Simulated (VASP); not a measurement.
# SnPb2O3 (P1) in VASP: relaxation of cell and atoms with PBE

Aim: the relaxation of cell and atoms of SnPb2O3 with PBE.

Program: VASP 6.6.1. These are calculated values, not measurements. Logs are shortened: lines on timing, memory, paths and dates and some standing lists are left out, and cuts for length are marked.

### 1 The cell of the first run

The typed cell holds 12 atoms: a = 3.884 Å, b = 4.028 Å, c = 16.252 Å, α = 87.91°, β = 88.80°, γ = 90.72°.

### 2 Relaxation of cell and atoms, PBE

INCAR

```
PREC = Accurate ; ENCUT = 600
EDIFF = 1E-6 ; ISMEAR = 0
SIGMA = 0.1 ; LREAL = False
LASPH = True ; NELM = 60
ALGO = Normal ; ISIF = 3
LWAVE = False ; LCHARG = False
GGA = PE ; IBRION = 2
NSW = 80 ; EDIFFG = -0.025
KPAR = 4
```

KPOINTS

```
Automatic mesh
0
Gamma
  4 4 1
```

POSCAR

```
SnPb2O3
1.0
    3.8841088807     -0.0251032525      0.0411667804
   -0.0251032525      4.0268109621      0.0729679703
    0.1693067010      0.3000955193     16.2479955753
Sn Pb O
2 4 6
Direct
    0.4875412569      0.0154947224      0.9173989115
   -0.0076146181      0.4930956194      0.0878253329
    0.5355267752     -0.0095118105      0.2233112330
    0.5052819638      0.0059167977      0.5746710031
   -0.0072209575      0.4808349596      0.4220986148
    0.0121014382      0.5080030175      0.7765781166
    0.5095777649      0.4861043361      0.8501636243
    0.5103464554      0.5180982734      0.1549460517
    0.4643247943      0.5041185464      0.4988225873
   -0.0139863170     -0.0101412034      0.8482718812
   -0.0029427291      0.0068903414      0.1474061790
    0.0070641731      0.0010964003      0.4985064647
```

Potentials or basis: VASP PAW PBE potentials, release 64 (Sn_d, Pb_d, O).

Run with:

```
$ cat potpaw_PBE.64/Sn_d/POTCAR potpaw_PBE.64/Pb_d/POTCAR potpaw_PBE.64/O/POTCAR > POTCAR
$ mpirun -np 4 vasp_std > vasp.out
```

OUTCAR:

```text
PREC = Accurate
   ENCUT = 600
   EDIFF = 1E-6
   ISMEAR = 0
   LREAL = False
   LASPH = True
   NELM = 60
   ISIF = 3
   GGA = PE
   IBRION = 2
   NSW = 80
   EDIFFG = -0.025

 ion  position               nearest neighbor table
   1  0.488  0.015  0.917-   7 2.15  10 2.22  10 2.27   7 2.43   6 3.54   6 3.56   6 3.64   6 3.72

   2  0.992  0.493  0.088-   8 2.15  11 2.15   8 2.31  11 2.32   3 3.39   3 3.50   3 3.66   3 3.70

   3  0.536  0.990  0.223-  11 2.15   8 2.24   8 2.37  11 2.45   2 3.39   2 3.50   2 3.66   2 3.70
[... 7 lines left out ...]
   7  0.510  0.486  0.850-   1 2.15   6 2.27   6 2.29   1 2.43
   8  0.510  0.518  0.155-   2 2.15   3 2.24   2 2.31   3 2.37
   9  0.464  0.504  0.499-   5 2.24   4 2.33   5 2.38   4 2.41
  10  0.986  0.990  0.848-   1 2.22   1 2.27   6 2.30   6 2.35
  11  0.997  0.007  0.147-   2 2.15   3 2.15   2 2.32   3 2.45
  12  0.007  0.001  0.499-   5 2.26   4 2.29   4 2.32   5 2.47

  LATTYP: Found a triclinic cell.
 ALAT       =    16.5999313626
 B/A-ratio  =     0.2426245123
 C/A-ratio  =     0.2340014585
 COS(alpha) =     0.0125017801
 COS(beta)  =     0.0234881292
 COS(gamma) =     0.2068801778

  Lattice vectors:

 A1 = (   0.1944099535,  -3.7267154428,  16.1750276050)
 A2 = (   0.0251032525,  -4.0268109621,  -0.0729679703)
 A3 = (   3.8841088807,  -0.0251032525,   0.0411667804)

Analysis of symmetry for initial positions (statically):
=====================================================================
 Subroutine PRICEL returns:
 Original cell was already a primitive cell.

 Routine SETGRP: Setting up the symmetry group for a
 triclinic supercell.

 Subroutine GETGRP returns: Found  1 space group operations
 (whereof  1 operations were pure point group operations)
 out of a pool of  2 trial point group operations.

The static configuration has the point symmetry C_1 .

Analysis of symmetry for dynamics (positions and initial velocities):
=====================================================================
 Subroutine PRICEL returns:
 Original cell was already a primitive cell.

 Routine SETGRP: Setting up the symmetry group for a
 triclinic supercell.

 Subroutine GETGRP returns: Found  1 space group operations
 (whereof  1 operations were pure point group operations)
 out of a pool of  2 trial point group operations.

The dynamic configuration has the point symmetry C_1 .

 Subroutine INISYM returns: Found  1 space group operations
 (whereof  1 operations are pure point group operations),
 and found     1 'primitive' translations

----------------------------------------------------------------------------------------
[... 118 lines left out ...]
     AMIX_MAG =   1.60;   BMIX_MAG =  1.00
  volume/ion in A,a.u.               =      21.17       142.84
  Fermi-wavevector in a.u.,A,eV,Ry     =   1.275034  2.409465 22.119148  1.625712
  Thomas-Fermi vector in A             =   2.407769
   LORBIT       =      0    0 simple, 1 ext, 2 COOP (PROOUT), +10 PAW based schemes
   GGA     = PE    functional components
   LHFCALC =     F    Hartree Fock is set to
   AEXX    =    0.0000 exact exchange contribution
   IVDW    =     0    specifies the selected vdW correction
   LEPSILON=     F    determine dielectric tensor
   LRPA    =     F    only Hartree local field effects (RPA)
 conjugate gradient relaxation of ions
 non-spin polarized calculation
 Gauss-broadening in eV      SIGMA  =   0.10
  energy-cutoff  :      600.00
  volume of cell :      254.00
 maximum number of plane-waves:      8506
   NGX = 15   NGY = 17   NGZ = 65

--------------------------------------- Ionic step        1  -------------------------------------------

 number of electron     120.0000000 magnetization

 Free energy of the ion-electron system (eV)
  ---------------------------------------------------
  ext. energy  EPLUGINS =         0.00000000
  ---------------------------------------------------
  free energy    TOTEN  =       -65.15354317 eV

  energy without entropy =      -65.15354317  energy(sigma->0) =      -65.15354317

------------------------ aborting loop because EDIFF is reached ----------------------------------------

  FORCE on cell =-STRESS in cart. coord.  units (eV):
  Direction    XX          YY          ZZ          XY          YZ          ZX
  --------------------------------------------------------------------------------------
  -------------------------------------------------------------------------------------
  Total        5.9467834      5.3744315      4.8864521      1.2729813     -2.2169726     -2.2525947
  in kB       37.5104435     33.9002269     30.8222059      8.0295667    -13.9839671    -14.2086601
  external PRESSURE =      34.0776255 kB  Pullay stress =       0.0000000 kB
[... 33 lines left out ...]
--------------------------------------- Ionic step        2  -------------------------------------------

 number of electron     119.9999997 magnetization

 E-fermi :   4.6185     XC(G=0):  -9.0580

 val. band max:        4.1120104780   @ k =   0.2500   0.0000   0.0000
 cond. band min:       5.3477971810   @ k =   0.5000   0.5000   0.0000
 fundamental gap:      1.2357867030
 Fermi energy:         4.6185060016

 k-point     1 :       0.0000    0.0000    0.0000
  band No.  band energies     occupation
      1     -16.5693      2.00000
      2     -16.5519      2.00000
      3     -16.4272      2.00000
      4     -16.4253      2.00000
      5     -16.4183      2.00000
      6     -16.4116      2.00000
[... 824 lines left out ...]
  FREE ENERGIE OF THE ION-ELECTRON SYSTEM (eV)
  ---------------------------------------------------
  free  energy   TOTEN  =       -65.4681785743 eV

  energy  without entropy=      -65.4681785743  energy(sigma->0) =      -65.46817857

[... ionic steps 4 to 12 ...]

--------------------------------------- Ionic step       13  -------------------------------------------

 number of electron     120.0000028 magnetization

------------------------ aborting loop because EDIFF is reached ----------------------------------------
[... 87 lines left out ...]
--------------------------------------- Ionic step       15  -------------------------------------------

 number of electron     120.0000028 magnetization

 Free energy of the ion-electron system (eV)
  ---------------------------------------------------
  ext. energy  EPLUGINS =         0.00000000
  ---------------------------------------------------
  free energy    TOTEN  =       -65.65313544 eV

  energy without entropy =      -65.65313544  energy(sigma->0) =      -65.65313544

 E-fermi :   5.0859     XC(G=0):  -9.2441

 val. band max:        4.6089598240   @ k =   0.2500   0.0000   0.0000
 cond. band min:       5.8606294863   @ k =   0.5000   0.5000   0.0000
 fundamental gap:      1.2516696623
 Fermi energy:         5.0858530310

 k-point     1 :       0.0000    0.0000    0.0000
  band No.  band energies     occupation
      1     -16.1859      2.00000
      2     -16.1768      2.00000
      3     -15.9937      2.00000
      4     -15.9924      2.00000
      5     -15.9858      2.00000
      6     -15.9753      2.00000
[... 778 lines left out ...]
  FREE ENERGIE OF THE ION-ELECTRON SYSTEM (eV)
  ---------------------------------------------------
  free  energy   TOTEN  =       -65.6531354416 eV

  energy  without entropy=      -65.6531354416  energy(sigma->0) =      -65.65313544

 reached required accuracy - stopping structural energy minimisation
```

Wall time 18 min (4 MPI ranks of Intel Xeon Platinum 8259CL at 2.50GHz (Skylake/Cascade Lake), shared host); peak memory 0.52 GiB.

What came out:

| Quantity | Value |
| --- | --- |
| Free energy | -65.6531 eV |
| Relaxed volume | 21.64 Å³/atom |
| Relaxed cell | a = 3.930 Å, b = 4.042 Å, c = 16.351 Å, α = 89.94°, β = 90.13°, γ = 89.99° |
| Space group after relaxing (to 0.1 Å) | Pmm2 (No. 25) |
| Energy gained by relaxing | 41.6 meV/atom |
| Ionic steps | 15 |
| Pressure after relaxing | 0.0 GPa |
| Largest force after relaxing | 0.024 eV/Å |
| Band gap on the k mesh | 1.25 eV (least direct gap 1.51 eV) |

Forces in eV/Å, atoms in the order of the input:
```
Sn   0.005 -0.003 -0.009
Sn  -0.004 -0.010  0.022
Pb  -0.007  0.000 -0.013
Pb   0.011  0.000  0.000
Pb  -0.002 -0.005 -0.001
Pb   0.008  0.004  0.008
O   -0.004 -0.002 -0.021
O   -0.014 -0.005  0.002
O    0.012  0.009 -0.007
O   -0.003  0.001 -0.002
O    0.008  0.010  0.005
O   -0.011 -0.001  0.018
```

Step by step:
```csv
step,energy change (eV),largest force (eV/Å),pressure (GPa),volume (Å³)
1,0.0000,1.8981,3.41,254.00
2,-0.2389,0.9796,-3.36,270.87
3,-0.3146,0.7370,-1.38,264.95
4,-0.4382,0.3815,-0.33,261.36
5,-0.4564,0.3256,0.33,259.41
6,-0.4814,0.1954,-0.08,260.24
7,-0.4870,0.2125,-0.38,260.86
8,-0.4949,0.1151,0.27,258.93
9,-0.4949,0.1141,0.22,259.09
10,-0.4984,0.0723,-0.03,259.71
11,-0.4984,0.0826,-0.07,259.80
12,-0.4993,0.0306,0.03,259.52
13,-0.4994,0.0335,0.06,259.45
14,-0.4996,0.0264,-0.05,259.76
15,-0.4996,0.0242,-0.05,259.74
```

Final structure:
```
CELL_PARAMETERS angstrom
3.93018 0.00007 -0.00416
0.00061 4.04190 0.00123
-0.01850 0.01133 16.35082
ATOMIC_POSITIONS crystal
Sn 0.49971 0.00017 0.91792
Sn 0.00745 0.50249 0.08344
Pb 0.50860 0.00131 0.22678
Pb 0.49312 0.99770 0.57313
Pb 0.99241 0.49872 0.42412
Pb 0.99814 0.50035 0.77460
O 0.49932 0.50042 0.85129
O 0.50831 0.50159 0.15362
O 0.49275 0.49780 0.50064
O 0.99957 0.00021 0.84771
O 0.00758 0.00108 0.15021
O 0.99305 0.99816 0.49656
```

Caveat: spin-orbit coupling is left out, which moves the levels of the heavy elements.
